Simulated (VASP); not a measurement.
Wanted: the native input for a VASP 6.6.1 run.

```
Task                   : single point
Functional             : PBEsol
Potentials or basis    : VASP PAW PBE potentials, release 64 (Ti_sv, Al)
Cutoff                 : 500 eV
k mesh                 : 16 × 16 × 16
Occupations            : gaussian, width 0.15 eV
Spin                   : no spin polarisation
Dipole correction      : no
Further INCAR settings : ALGO = Normal; EDIFF = 1e-06; NBANDS = 14
```

The structure of TiAl lies in POSCAR:

```
TiAl
1.0
    3.0282028037      0.0000000000      0.0000000000
    0.0000000000      3.0282028037      0.0000000000
    0.0000000000      0.0000000000      3.2462334056
Ti Al
1 1
Direct
    0.0000000000      0.0000000000      0.0000000000
    0.5000000000      0.5000000000      0.5000000000
```

One way to write it, as run:

INCAR

```
PREC = Accurate
ENCUT = 500
EDIFF = 1E-6
ISMEAR = 0
SIGMA = 0.15
LREAL = False
LASPH = True
NELM = 120
ALGO = Normal
ISIF = 2
LWAVE = False
LCHARG = False
GGA = PS
NBANDS = 14
GGA_COMPAT = False
```

KPOINTS

```
regular mesh
0
Gamma
  16 16 16
```

Potentials or basis: VASP PAW PBE potentials, release 64 (Ti_sv, Al).

Run with:

```bash
$ cat potpaw_PBE.64/Ti_sv/POTCAR potpaw_PBE.64/Al/POTCAR > POTCAR
$ mpirun -np 1 vasp_std > vasp.out
```

Results of the run:

```yaml
Pressure: 7.4 GPa
Band_gap_on_the_k_mesh: zero (an odd number of electrons rules out a gap without spin polarisation)
```

Caveat: the cell stands under pressure; the PAW data sets were made with another functional, which shifts forces and pressure a little.

Run time: 2.5 min on 1 thread of Intel Xeon 8259CL (shared host), peak memory 0.27 GiB.
